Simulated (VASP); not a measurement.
**La: single point with PBE**

La:

```
La
1.0
    -2.11748    2.11748    2.11748
     2.11748   -2.11748    2.11748
     2.11748    2.11748   -2.11748
La
1
Cartesian
  0.0000 0.0000 0.0000
```

| Item | Value |
| --- | --- |
| Program | VASP 6.6.1 |
| Task | single point |
| Functional | PBE |
| Potentials or basis | VASP PAW PBE potentials, release 64 (La) |
| Cutoff | 520 eV |
| k mesh | 11 × 11 × 11 |
| Occupations | fermi-dirac, width 0.1 eV |
| Spin | no spin polarisation |

- Pressure: 0.0 GPa

Levels at points of the mesh, in eV from the Fermi level:
```csv
k point,band 2,band 3,band 4,band 5,band 6,band 7,band 8,band 9,band 10,band 11
"(0.00, 0.00, 0.00)",-15.95,-15.95,-15.95,-3.20,1.46,1.46,1.46,1.49,1.49,1.49
```

Wall time 44 s on 1 thread of Intel(R) Xeon(R) Platinum 8375C CPU @ 2.90GHz (Ice Lake) (shared host), peak memory 0.18 GiB.

Caveat: spin-orbit coupling is left out, which moves the levels of the heavy elements.
